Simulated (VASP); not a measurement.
# Bi2Se3 (Paraguanajuatite) (R-3m) in VASP: settings compared, part 2 of 2

VASP 6.6.1. Earlier steps stand in the parts before.

**3. Single point, PBE**

INCAR

```
SYSTEM = Bi2Se3
  PREC = Accurate
  ENCUT = 520
  EDIFF = 1E-7
  ISMEAR = -1
  SIGMA = 0.05
  LREAL = .False.
  LASPH = .True.
  NELM = 100
  ALGO = Normal
  ISIF = 2
  LWAVE = .False.
  LCHARG = .True.
  GGA = PE
  LELF = .True.
  LVHAR = .True.
  NBANDS = 32
```

KPOINTS

```
Automatic mesh
0
Gamma
  8 8 8
  0 0 0
```

POSCAR

```
Bi2Se3
1.0
    2.0715000000      1.1959810826      9.5453333333
   -2.0715000000      1.1959810826      9.5453333333
    0.0000000000     -2.3919621653      9.5453333333
Bi Se
2 3
Direct
    0.5992000000      0.5992000000      0.5992000000
    0.4008000000      0.4008000000      0.4008000000
    0.7883000000      0.7883000000      0.7883000000
    0.2117000000      0.2117000000      0.2117000000
    0.0000000000      0.0000000000      0.0000000000
```

Potentials or basis: VASP PAW PBE potentials, release 64 (Bi_d, Se).

On the command line:

```console
$ cat potpaw_PBE.64/Bi_d/POTCAR potpaw_PBE.64/Se/POTCAR > POTCAR
$ mpirun -np 1 vasp_std > vasp.out
```

OUTCAR:

```text
SYSTEM = Bi2Se3
   PREC = Accurate
   ENCUT = 520
   EDIFF = 1E-7
   ISMEAR = -1
   LREAL = .False.
   LASPH = .True.
   NELM = 100
   ISIF = 2
   GGA = PE

 ion  position               nearest neighbor table
   1  0.599  0.599  0.599-   4 2.85   4 2.85   4 2.85   5 3.07   5 3.07   5 3.07
   2  0.401  0.401  0.401-   3 2.85   3 2.85   3 2.85   5 3.07   5 3.07   5 3.07
   3  0.788  0.788  0.788-   2 2.85   2 2.85   2 2.85
   4  0.212  0.212  0.212-   1 2.85   1 2.85   1 2.85
   5  0.000  0.000  0.000-   1 3.07   1 3.07   2 3.07   2 3.07   1 3.07   2 3.07

  LATTYP: Found a trigonal (rhomboedric) cell.
 ALAT       =     9.8404710987
 COS(alpha) =     0.9113725833

  Lattice vectors:

 A1 = (   2.0715000000,   1.1959810826,   9.5453333333)
 A2 = (  -2.0715000000,   1.1959810826,   9.5453333333)
 A3 = (   0.0000000000,  -2.3919621653,   9.5453333333)

Analysis of symmetry for initial positions (statically):
=====================================================================
 Subroutine PRICEL returns:
 Original cell was already a primitive cell.

 Routine SETGRP: Setting up the symmetry group for a
[... 170 lines left out ...]
  free energy    TOTEN  =       -20.15509299 eV

  energy without entropy =      -20.15488063  energy(sigma->0) =      -20.15498681

 E-fermi :   5.0791     XC(G=0):  -9.4969

 val. band max:        4.9704377088   @ k =   0.0000   0.0000   0.0000
 cond. band min:       5.1836849707   @ k =   0.0000   0.0000   0.0000
 fundamental gap:      0.2132472618
 Fermi energy:         5.0791032846

 k-point     1 :       0.0000    0.0000    0.0000
  band No.  band energies     occupation
      1     -18.1605      2.00000
      2     -18.1605      2.00000
      3     -18.1587      2.00000
      4     -18.1587      2.00000
      5     -18.1530      2.00000
      6     -18.1504      2.00000
[... 829 lines left out ...]
     31       9.6336      0.00000
     32      11.2808      0.00000

 [... further k-points ...]
[... 5 lines left out ...]
  --------------------------------------------------------------------------------------
  -------------------------------------------------------------------------------------
  Total        2.2701109      2.2701109      2.2904731      0.0000000     -0.0000000      0.0000000
  in kB       25.6333911     25.6333911     25.8633146      0.0000000     -0.0000000      0.0000000
  external PRESSURE =      25.7100323 kB  Pullay stress =       0.0000000 kB

 VOLUME and BASIS-vectors are now :
 -----------------------------------------------------------------------------
  energy-cutoff  :      520.00
  volume of cell :      141.89
      direct lattice vectors                 reciprocal lattice vectors
     2.071500000  1.195981083  9.545333333     0.241370987  0.139355604  0.034921078
    -2.071500000  1.195981083  9.545333333    -0.241370987  0.139355604  0.034921078
     0.000000000 -2.391962165  9.545333333     0.000000000 -0.278711209  0.034921078

 POSITION                                       TOTAL-FORCE (eV/Angst)
 -----------------------------------------------------------------------------------
      0.00000     -0.00000     17.15869         0.000000     -0.000000      0.168482
      0.00000     -0.00000     11.47731         0.000000      0.000000     -0.168482
      0.00000     -0.00000     22.57376         0.000000     -0.000000      0.171564
      0.00000     -0.00000      6.06224         0.000000      0.000000     -0.171564
      0.00000      0.00000      0.00000         0.000000      0.000000      0.000000
 -----------------------------------------------------------------------------------
    total drift:                                0.000000      0.000000     -0.000000

  FREE ENERGIE OF THE ION-ELECTRON SYSTEM (eV)
  ---------------------------------------------------
  free  energy   TOTEN  =       -20.1550929888 eV

  energy  without entropy=      -20.1548806340  energy(sigma->0) =      -20.15498681
```

OSZICAR:

```text
N       E                     dE             d eps       ncg     rms          rms(c)
DAV:   1     0.468917556917E+03    0.46892E+03   -0.22820E+04  4160   0.155E+03
DAV:   2     0.351638503754E+02   -0.43375E+03   -0.41517E+03  4208   0.414E+02
DAV:   3    -0.186196082482E+02   -0.53783E+02   -0.51004E+02  5536   0.151E+02
DAV:   4    -0.208634021793E+02   -0.22438E+01   -0.22332E+01  4536   0.322E+01
DAV:   5    -0.209443502746E+02   -0.80948E-01   -0.80934E-01  6024   0.640E+00    0.520E+00
DAV:   6    -0.201408272228E+02    0.80352E+00   -0.10746E+00  5704   0.735E+00    0.322E+00
DAV:   7    -0.201466769117E+02   -0.58497E-02   -0.35997E-01  4600   0.252E+00    0.170E+00
DAV:   8    -0.201539663582E+02   -0.72894E-02   -0.45870E-02  4952   0.114E+00    0.573E-01
DAV:   9    -0.201548200656E+02   -0.85371E-03   -0.19504E-03  5384   0.433E-01    0.131E-01
DAV:  10    -0.201550061641E+02   -0.18610E-03   -0.10968E-03  4824   0.169E-01    0.546E-02
DAV:  11    -0.201550588280E+02   -0.52664E-04   -0.12689E-04  4784   0.739E-02    0.311E-02
DAV:  12    -0.201550915340E+02   -0.32706E-04   -0.53398E-05  4408   0.347E-02    0.636E-03
DAV:  13    -0.201550929618E+02   -0.14278E-05   -0.32461E-06  5928   0.148E-02    0.406E-03
DAV:  14    -0.201550929888E+02   -0.27049E-07   -0.76911E-07  4048   0.530E-03
   1 F= -.20155093E+02 E0= -.20154987E+02  d E =-.212355E-03
```

It took 19 min on 1 thread of Intel Xeon Platinum 8559C (Emerald Rapids), shared host; peak memory 1 GiB.

Results:

```yaml
Free_energy: -20.1551 eV
Pressure: 2.6 GPa
Largest_force: 0.172 eV/Å
Band_gap_on_the_k_mesh: 0.21 eV, direct
```

Forces on the atoms (eV/Å):
```
Bi   0.000  0.000  0.168
Bi   0.000  0.000 -0.168
Se   0.000  0.000  0.172
Se   0.000  0.000 -0.172
Se   0.000  0.000  0.000
```

Levels at points of the mesh, in eV from the valence-band top:
```csv
k point,band 22,band 23,band 24,band 25,band 26,band 27
"(0.00, 0.00, 0.00)",-1.22,-1.22,0.00,0.21,1.39,1.39
"(0.50, 0.00, 0.00)",-2.15,-1.24,-0.56,0.84,1.92,2.96
"(0.50, 0.50, 0.00)",-1.89,-1.65,-1.01,1.34,1.95,2.59
"(0.50, 0.50, 0.50)",-1.39,-1.39,-0.45,0.62,1.70,1.70
```

Caveat: spin-orbit coupling is left out, which moves the levels of the heavy elements.

**4. Single point, LDA (volume scaled by 1.06)**

INCAR

```
PREC = Accurate
ENCUT = 520
EDIFF = 1E-6
ISMEAR = -1
SIGMA = 0.05
LREAL = False
LASPH = True
NELM = 60
ALGO = Normal
ISIF = 2
LWAVE = False
LCHARG = True
GGA = CA
LELF = True
LVHAR = True
NBANDS = 32
```

KPOINTS

```
Automatic mesh
0
Gamma
  8 8 8
```

Changes to POSCAR since step 3:

```diff
@@ -2,5 +2,5 @@
 1.0
-    2.0715000000      1.1959810826      9.5453333333
-   -2.0715000000      1.1959810826      9.5453333333
-    0.0000000000     -2.3919621653      9.5453333333
+    2.1121279616      1.2194376472      9.7325442609
+   -2.1121279616      1.2194376472      9.7325442609
+    0.0000000000     -2.4388752945      9.7325442609
 Bi Se
```

Potentials or basis: VASP PAW LDA potentials, release 64 (Bi_d, Se).

On the command line:

```console
$ cat potpaw_LDA.64/Bi_d/POTCAR potpaw_LDA.64/Se/POTCAR > POTCAR
$ mpirun -np 1 vasp_std > vasp.out
```

Wall time 20 min (1 thread of Intel Xeon 6975P-C (Granite Rapids), shared host); peak memory 0.8 GiB.

It converged, with:

```yaml
Free_energy: -23.2249 eV
Pressure: -4.7 GPa
Largest_force: 0.392 eV/Å
Band_gap_on_the_k_mesh: 0.13 eV, direct
```

Forces in eV/Å, atoms in the order of the input:
```
Bi   0.000  0.000 -0.028
Bi   0.000  0.000  0.028
Se   0.000  0.000 -0.392
Se   0.000  0.000  0.392
Se   0.000  0.000  0.000
```

Levels at points of the mesh, in eV from the valence-band top:
| k point | band 21 | band 22 | band 23 | band 24 | band 25 | band 26 | band 27 | band 28 |
| --- | --- | --- | --- | --- | --- | --- | --- | --- |
| (0.00, 0.00, 0.00) | -1.67 | -1.02 | -1.02 | 0.00 | 0.13 | 1.37 | 1.37 | 2.04 |
| (0.50, 0.00, 0.00) | -2.75 | -1.93 | -1.05 | -0.50 | 0.79 | 1.88 | 2.88 | 2.98 |
| (0.50, 0.50, 0.00) | -1.77 | -1.71 | -1.42 | -0.91 | 1.31 | 1.91 | 2.48 | 2.82 |
| (0.50, 0.50, 0.50) | -1.45 | -1.17 | -1.17 | -0.46 | 0.61 | 1.66 | 1.66 | 1.91 |

Caveat: spin-orbit coupling is left out, which moves the levels of the heavy elements. A k mesh can miss the band edges.

**5. Single point, PBE**

INCAR

```
  PREC = Accurate
  ENCUT = 520
  EDIFF = 1E-6
  ISMEAR = 0
  SIGMA = 0.01
  LREAL = F
  LASPH = T
  NELM = 80
  ALGO = Normal
  ISIF = 2
  LWAVE = F
  LCHARG = F
  GGA = PE
  NBANDS = 32
```

KPOINTS

```
Automatic mesh
0
Gamma
  4 4 4
```

Changes to POSCAR since step 4:

```diff
@@ -2,5 +2,5 @@
 1.0
-    2.1121279616      1.2194376472      9.7325442609
-   -2.1121279616      1.2194376472      9.7325442609
-    0.0000000000     -2.4388752945      9.7325442609
+    2.0715000000      1.1959810826      9.5453333333
+   -2.0715000000      1.1959810826      9.5453333333
+    0.0000000000     -2.3919621653      9.5453333333
 Bi Se
```

Potentials or basis: VASP PAW PBE potentials, release 64 (Bi_d, Se).

On the command line:

```console
$ cat potpaw_PBE.64/Bi_d/POTCAR potpaw_PBE.64/Se/POTCAR > POTCAR
$ mpirun -np 1 vasp_std > vasp.out
```

Run time: 4.2 min. Hardware: 1 thread of Intel Xeon Platinum 8488C (Sapphire Rapids), shared host; peak memory 0.88 GiB.

The run converged. Its results:

```yaml
Free_energy: -20.1707 eV
Pressure: 2.4 GPa
Largest_force: 0.196 eV/Å
Band_gap_on_the_k_mesh: 0.23 eV, direct
```

Forces in eV/Å, atoms in the order of the input:
```
Bi   0.000  0.000  0.196
Bi   0.000  0.000 -0.196
Se   0.000  0.000  0.159
Se   0.000  0.000 -0.159
Se   0.000  0.000  0.000
```

Stress tensor (GPa, compression positive):
```
2.48 0.00 0.00
0.00 2.48 0.00
0.00 0.00 2.35
```

Levels at points of the mesh, in eV from the valence-band top:
```csv
k point,band 22,band 23,band 24,band 25,band 26,band 27
"(0.00, 0.00, 0.00)",-1.21,-1.21,0.00,0.23,1.40,1.40
"(0.50, 0.00, 0.00)",-2.15,-1.23,-0.56,0.84,1.93,2.97
"(0.50, 0.50, 0.00)",-1.88,-1.63,-1.00,1.34,1.96,2.60
"(0.50, 0.50, 0.50)",-1.37,-1.37,-0.44,0.63,1.71,1.71
```

Caveat: the k points lie up to 0.44 Å⁻¹ apart; spin-orbit coupling is left out, which moves the levels of the heavy elements. A k mesh can miss the band edges.

**6. Summary**

| level | potentials or basis | cell | k mesh | smearing | gap on the mesh (eV) | pressure (GPa) | largest force (eV/Å) |
| --- | --- | --- | --- | --- | --- | --- | --- |
| PBE | VASP PAW PBE potentials, release 64 (Bi_d, Se) | a = 9.840 Å, angles 24.3°, 5 atoms | 8 × 8 × 8 | fermi-dirac 0.05 eV | 0.21 | 2.6 | 0.17 |
| LDA | VASP PAW LDA potentials, release 64 (Bi_d, Se) | a = 10.033 Å, angles 24.3°, 5 atoms | 8 × 8 × 8 | fermi-dirac 0.05 eV | 0.13 | -4.7 | 0.39 |
| PBE | VASP PAW PBE potentials, release 64 (Bi_d, Se) | a = 9.840 Å, angles 24.3°, 5 atoms | 4 × 4 × 4 | gaussian 0.01 eV | 0.23 | 2.4 | 0.20 |

Alike in all rows: task single point; no spin polarisation; cutoff (eV) 520.

Caveats: some runs use coarse meshes; spin-orbit coupling is left out, which moves the levels of the heavy elements.

Total energies depend on the potentials used, so only differences within one code and one set of settings carry meaning.
